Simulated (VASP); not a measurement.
Write the native input for VASP 6.6.1 that does the following.

```
Task                   : single point
Functional             : PBEsol
Potentials or basis    : VASP PAW PBE potentials, release 64 (Sn_d)
Cutoff                 : 520 eV
k mesh                 : 11 × 11 × 11
Occupations            : fermi-dirac, width 0.05 eV
Spin                   : no spin polarisation
Dipole correction      : no
Further INCAR settings : ALGO = Normal; EDIFF = 1e-06; NBANDS = 13
```

The structure of Sn lies in POSCAR:

```
Sn
1.0
   -1.6976804038      1.6976433486      2.3045814516
    1.6976804038     -1.6976433486      2.3045814516
    1.6976804038      1.6976433486     -2.3045814516
Sn
1
Direct
    0.0000000000      0.0000000000      0.0000000000
```

The input as run:

INCAR

```
SYSTEM = Sn
ALGO = Normal
EDIFF = 1E-6
ENCUT = 520
GGA = PS
ISIF = 2
ISMEAR = -1
LASPH = .TRUE.
LCHARG = .FALSE.
LREAL = .FALSE.
LWAVE = .FALSE.
NBANDS = 13
NELM = 100
PREC = Accurate
SIGMA = 0.05
```

KPOINTS

```
k-points
0
G
  11 11 11
  0 0 0
```

Potentials or basis: VASP PAW PBE potentials, release 64 (Sn_d).

Launch:

```bash
$ cat potpaw_PBE.64/Sn_d/POTCAR > POTCAR
$ mpirun -np 1 vasp_std > vasp.out
```

It gave:

| Property | Result |
| --- | --- |
| Pressure | -0.1 GPa |
| Band gap on the k mesh | zero (bands 7 and 8 overlap by 9.79 eV) |

Caveat: the PAW data sets were made with another functional, which shifts forces and pressure a little; spin-orbit coupling is left out, which moves the levels of the heavy elements.

Run time: 54 s on 1 thread of Intel(R) Xeon(R) Platinum 8259CL CPU @ 2.50GHz (Skylake/Cascade Lake), on a shared host, peak memory 0.2 GiB.
